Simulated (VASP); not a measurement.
A run of VASP 6.6.1:

Contents of INCAR:

```
SYSTEM = AlN
PREC = Accurate
ENCUT = 600
EDIFF = 1E-7
ISMEAR = 0
SIGMA = 0.01
LREAL = .False.
LASPH = .True.
NELM = 120
ALGO = Normal
ISIF = 3
LWAVE = .False.
LCHARG = .False.
GGA = CA
IBRION = 2
NSW = 80
EDIFFG = -0.001
PSTRESS = 90.0
GGA_COMPAT = .False.
NELMIN = 4
```

File KPOINTS:

```
regular mesh
0
Gamma
  10 10 10
  0 0 0
```

File POSCAR:

```
AlN
1.0
    0.0000000000      2.1711406866      2.1711406866
    2.1711406866      0.0000000000      2.1711406866
    2.1711406866      2.1711406866      0.0000000000
Al N
1 1
Direct
    0.0000000000      0.0000000000      0.0000000000
    0.7500000000      0.7500000000      0.7500000000
```

Potentials or basis: VASP PAW LDA potentials, release 64 (Al, N).

Command:

```bash
$ cat potpaw_LDA.64/Al/POTCAR potpaw_LDA.64/N/POTCAR > POTCAR
$ mpirun -np 1 vasp_std > vasp.out
```

Hardware: 1 thread of Intel Xeon 8259CL, with other jobs on the host.

Q: How long does it take, and how much memory?

A: Wall time 44 s on 1 thread of Intel Xeon 8259CL, with other jobs on the host, peak memory 0.14 GiB. Counts: scf iterations 41, k points 47, ion steps 6.
